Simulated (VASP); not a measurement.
The system is LiSn2.

```
Li Sn
1.0
     5.09437    0.00000    0.00000
    -2.54718    4.41185    0.00000
     0.00000    0.00000    3.46367
Li Sn
1 2
Direct
  0.00000 0.00000 0.00000
  0.33333 0.66667 0.50000
  0.66667 0.33333 0.50000
```

The cell was generated, and may not be a known phase.

| Item | Value |
| --- | --- |
| Program | VASP 6.6.1 |
| Task | relaxation of cell and atoms |
| Functional | PBE |
| Potentials or basis | VASP PAW PBE potentials, release 64 (Li_sv, Sn_d) |
| Cutoff | 600 eV |
| k mesh | 6 × 6 × 6 |
| Occupations | gaussian, width 0.1 eV |
| Spin | no spin polarisation |

At the start: pressure 0.0 GPa; volume 25.95 Å³/atom.

Question: How do energy, volume and symmetry change on relaxing?

Answer: Over 7 steps the energy falls by 73.6 meV/atom and the volume is 24.78 Å³/atom (-4.5 %); space group P6/mmm (No. 191, to 0.1 Å) before and after.

The path:
```
step  energy change (eV)  largest force (eV/Å)  pressure (GPa)  volume (Å³)
   1              0.0000                0.0000            0.02        77.85
   2             -0.1825                0.0000           -1.21        77.75
   3             -0.2002                0.0000           -1.37        77.67
   4             -0.1981                0.0000           -1.60        77.46
   5             -0.2050                0.0000           -1.49        77.60
   6             -0.2207                0.0000           -0.23        74.66
   7             -0.2209                0.0000           -0.08        74.34
```

Final structure:
```yaml
crystal:
  lattice:
    - [5.22390, 0.00000, 0.00000]
    - [-2.61195, 4.52403, 0.00000]
    - [0.00000, 0.00000, 3.14558]
  atoms:
    - { symbol: Li, position: [0.00000, 0.00000, 0.00000] }
    - { symbol: Sn, position: [0.33333, 0.66667, 0.50000] }
    - { symbol: Sn, position: [0.66667, 0.33333, 0.50000] }
```

Caveat: the cutoff is under 1.25 times the usual one of these potentials, so pressure, stress and relaxed cells hold a basis-set (Pulay) error.
